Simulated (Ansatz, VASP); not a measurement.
## TiAl in VASP and in Ansatz

INCAR

```
SYSTEM = TiAl
ALGO = Fast
EDIFF = 1E-6
ENCUT = 520
GGA = CA
ISIF = 2
ISMEAR = 0
LASPH = .True.
LCHARG = .False.
LREAL = .False.
LWAVE = .False.
NBANDS = 14
NELM = 60
PREC = Accurate
SIGMA = 0.15
```

Contents of KPOINTS:

```
k-points
0
Gamma
  16 16 16
  0 0 0
```

Contents of POSCAR:

```
TiAl
1.0
    2.7381229960      0.0000000000      0.0000000000
    0.0000000000      2.7381229960      0.0000000000
    0.0000000000      0.0000000000      3.8229673270
Ti Al
1 1
Direct
    0.0000000000      0.0000000000      0.0000000000
    0.5000000000      0.5000000000      0.5000000000
```

Input for Ansatz:

```yaml
crystal:
  lattice:
    - [2.738122996, 0.0, 0.0]
    - [0.0, 2.738122996, 0.0]
    - [0.0, 0.0, 3.822967327]
  atoms:
    - { symbol: Ti, position: [0.0, 0.0, 0.0] }
    - { symbol: Al, position: [0.5, 0.5, 0.5] }
basis:
  ecutwfc: 520.0
kpoints:
  mp_grid: { grid: [16, 16, 16] }
hamiltonian:
  xc: lda
  pseudopotentials: { kind: paw, azcp: { folder: soft_1 } }
scf:
  occupations: { method: gaussian, width: 0.15 }
output:
  forces: true
  stress: true
  eigenvalues: true
```

Alike in both runs: task single point; functional LDA; k mesh 16 × 16 × 16; occupations gaussian, width 0.15 eV; no spin polarisation.

|  | VASP | Ansatz |
| --- | --- | --- |
| version | VASP 6.6.1 | Ansatz 0.2.0 |
| potentials or method | VASP PAW LDA potentials, release 64 (Ti_sv, Al), cutoff 520 eV | scalar-relativistic, plane waves, PAW |
| valence electrons in the cell | 15 | 15 |

|  | VASP | Ansatz | Ansatz less VASP |
| --- | --- | --- | --- |
| gap on the k mesh at the Fermi level (eV) | none | none | - |
| pressure (GPa) | 9.5 | 9.3 | -0.21 |
| traceless stress, the component that is largest in VASP (GPa) | 1.52 | 1.53 | +0.004 |

Ansatz warns that its potentials were made for another functional, while VASP's fit it. LDA's correlation is that of Perdew and Zunger in VASP and of Perdew and Wang (1992) in Ansatz. A gap of «none» marks a metal or a gap that the smearing closes.
